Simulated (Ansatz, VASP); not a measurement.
# Two plane-wave programs on CuO2

```
Cu O
1.0
     1.41261   -5.21075    0.00000
     1.41261    5.21075    0.00000
     0.00000    0.00000    4.34342
Cu O
2 4
Cartesian
  1.4126 3.4677 3.2576
  1.4126 -3.4677 1.0859
  1.4126 -3.0115 3.2576
  1.4126 3.0115 1.0859
  1.4126 -0.5366 3.2576
  1.4126 0.5366 1.0859
```

Alike in both runs: functional PBEsol; k mesh 8 × 8 × 5; occupations fermi-dirac, width 0.05 eV; no spin polarisation.

```csv
,VASP,Ansatz
version,VASP 6.6.1,Ansatz 0.2.0
potentials or method,"VASP PAW PBE potentials, release 64 (Cu_sv_GW, O)",Ansatz PAW
plane-wave cutoff (eV),700,420
valence electrons in the cell,62,62
task,single point,band structure
```

VASP gave:

- gap on the k mesh at the Fermi level (eV): none
- pressure (GPa): -10.3
- traceless stress, the component that is largest in VASP (GPa): 2.02
- rms of the force components (eV/Å): 0.206

What did Ansatz give for the same quantities?

gap on the k mesh at the Fermi level (eV): none; pressure (GPa): -8.7; traceless stress, the component that is largest in VASP (GPa): 2.35; rms of the force components (eV/Å): 0.222.

VASP's potentials were made for PBE, not for PBEsol. Atom by atom the forces differ by 0.018 eV/Å (rms over components). A gap of «none» marks a metal or a gap that the smearing closes. With one functional, cell and mesh, what is left measures potentials, basis and numerics.
